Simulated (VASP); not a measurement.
ErAgC: single point with PBE

The system is ErAgC.

```
CELL_PARAMETERS angstrom
4.00751 0.00000 0.00000
-2.00376 3.47061 0.00000
0.00000 0.00000 4.10056
ATOMIC_POSITIONS crystal
Er 0.00000 0.00000 0.00000
Ag 0.66667 0.33333 0.50000
C 0.33333 0.66667 0.00000
```

The cell was built from a structure type or drawn by symmetry, and may not be a known phase.

```
Program                : VASP 6.6.1
Task                   : single point
Functional             : PBE
Potentials or basis    : VASP PAW PBE potentials, release 64 (Er_3, Ag, C), 4f in core
Cutoff                 : 600 eV
k mesh                 : 12 × 12 × 12
Occupations            : gaussian, width 0.1 eV
Spin                   : no spin polarisation
Dipole correction      : no
Mended                 : yes
Further INCAR settings : ALGO = Normal; EDIFF = 1e-06; NBANDS = 19
```

The pressure is 0.6 GPa and the band gap on the k mesh is zero (bands 12 and 13 overlap by 0.91 eV).

Stress tensor (GPa, compression positive):
```
0.73 0.00 0.00
0.00 0.73 0.00
0.00 0.00 0.22
```

Levels at points of the mesh, in eV from the Fermi level:
| k point | band 10 | band 11 | band 12 | band 13 | band 14 | band 15 |
| --- | --- | --- | --- | --- | --- | --- |
| (0.00, 0.00, 0.00) | -2.31 | -1.67 | -1.67 | -0.04 | 4.50 | 4.79 |
| (0.50, 0.00, 0.00) | -2.76 | -0.21 | -0.08 | 0.18 | 1.43 | 4.48 |
| (0.00, 0.00, 0.50) | -3.21 | -1.05 | -1.05 | 2.84 | 3.29 | 3.89 |
| (0.50, 0.00, 0.50) | -2.52 | -1.99 | 0.06 | 0.26 | 2.09 | 3.10 |

Run time: 69 s on 1 thread of Intel(R) Xeon(R) 6975P-C (Granite Rapids) (shared host), peak memory 0.34 GiB.

Caveat: spin-orbit coupling is left out, which moves the levels of the heavy elements; the 4f electrons are frozen in the core, so they carry no moment and show no levels. Spin polarisation is off, so any magnetic state and its effect on volume and gap are missing.
